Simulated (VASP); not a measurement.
## Ti4C: single point with PBEsol

The system is Ti4C, a slab with vacuum.

```xyz
5
Lattice="3.2102 0.0000 0.0000 0.0000 3.2102 0.0000 0.0000 0.0000 20.1070" Properties=species:S:1:pos:R:3 pbc="T T T"
Ti    1.6051    1.6051    4.0000
Ti    0.0000    0.0000    5.6051
Ti    1.6051    1.6051    7.1146
Ti    0.0000    0.0000    8.6070
C     0.4013    0.4013   10.3379
```

| Property | Result |
| --- | --- |
| Program | VASP 6.6.1 |
| Task | single point |
| Functional | PBEsol |
| Potentials or basis | VASP PAW PBE potentials, release 64 (Ti_sv, C) |
| Cutoff | 520 eV |
| k mesh | 8 × 8 × 1 |
| Occupations | gaussian, width 0.1 eV |
| Spin | no spin polarisation |
| Dipole correction | yes |
| Further INCAR settings | ALGO = Normal; EDIFF = 1e-07; NBANDS = 34 |

```json
{
  "Largest force": "1.737 eV/Å",
  "Band gap on the k mesh": "zero (bands 26 and 27 overlap by 0.67 eV)"
}
```

Forces in eV/Å, atoms in the order of the input:
```
Ti  -0.042 -0.042  0.506
Ti   0.106  0.106 -0.295
Ti   0.118  0.118 -0.703
Ti  -1.189 -1.189  0.432
C    1.007  1.007  0.060
```

Levels at points of the mesh, in eV from the Fermi level:
```
           k point  band 24  band 25  band 26  band 27  band 28  band 29
(0.00, 0.00, 0.00)    -0.34     0.21     0.44     0.96     0.96     1.04
(0.50, 0.00, 0.00)    -0.34    -0.18    -0.07     0.10     0.64     1.03
(0.50, 0.50, 0.00)    -0.60    -0.42    -0.39    -0.21     0.10     0.41
```

Wall time 3.3 min on 1 thread of AMD EPYC 9R45 96-Core Processor (Zen 5), with other jobs on the host, peak memory 0.31 GiB.

Caveat: the PAW data sets were made with another functional, which shifts forces and pressure a little.
